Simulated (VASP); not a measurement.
Set up this calculation in VASP 6.6.1, as the native input.

```yaml
Task: single point
Functional: PBE
Potentials_or_basis: VASP PAW PBE potentials, release 64 (Cs_sv, Sn_d, I)
Cutoff: 520 eV
k_mesh: 4 × 4 × 4
Occupations: fermi-dirac, width 0.02 eV
Spin: no spin polarisation
Dipole_correction: no
Further_INCAR_settings: ALGO = Normal; EDIFF = 1e-06; NBANDS = 30
```

The structure of CsSnI3 lies in POSCAR:

```
CsSnI3
1.0
    6.2413961542      0.0000000000      0.0000000000
    0.0000000000      6.2413961542      0.0000000000
    0.0000000000      0.0000000000      6.2413961542
Cs Sn I
1 1 3
Direct
    0.0000000000      0.0000000000      0.0000000000
    0.5000000000      0.5000000000      0.5000000000
    0.0000000000      0.5000000000      0.5000000000
    0.5000000000      0.0000000000      0.5000000000
    0.5000000000      0.5000000000      0.0000000000
```

The input as run:

INCAR

```
ALGO = Normal
EDIFF = 1E-6
ENCUT = 520
GGA = PE
ISIF = 2
ISMEAR = -1
LASPH = T
LCHARG = T
LELF = T
LREAL = F
LVHAR = T
LWAVE = F
NBANDS = 30
NELM = 60
PREC = Accurate
SIGMA = 0.02
```

KPOINTS

```
k-points
0
Gamma
  4 4 4
```

Potentials or basis: VASP PAW PBE potentials, release 64 (Cs_sv, Sn_d, I).

Run with:

```sh
$ cat potpaw_PBE.64/Cs_sv/POTCAR potpaw_PBE.64/Sn_d/POTCAR potpaw_PBE.64/I/POTCAR > POTCAR
$ mpirun -np 1 vasp_std > vasp.out
```

It gave:

```yaml
Pressure: 0.5 GPa
Band_gap_on_the_k_mesh: 0.38 eV
```

Caveat: semilocal functionals underestimate gaps, and a narrow one can read as zero; spin-orbit coupling is left out, which moves the levels of the heavy elements.

It took 62 s on 1 thread of Intel(R) Xeon(R) Platinum 8375C CPU @ 2.90GHz (Ice Lake) (shared host), peak memory 0.35 GiB.
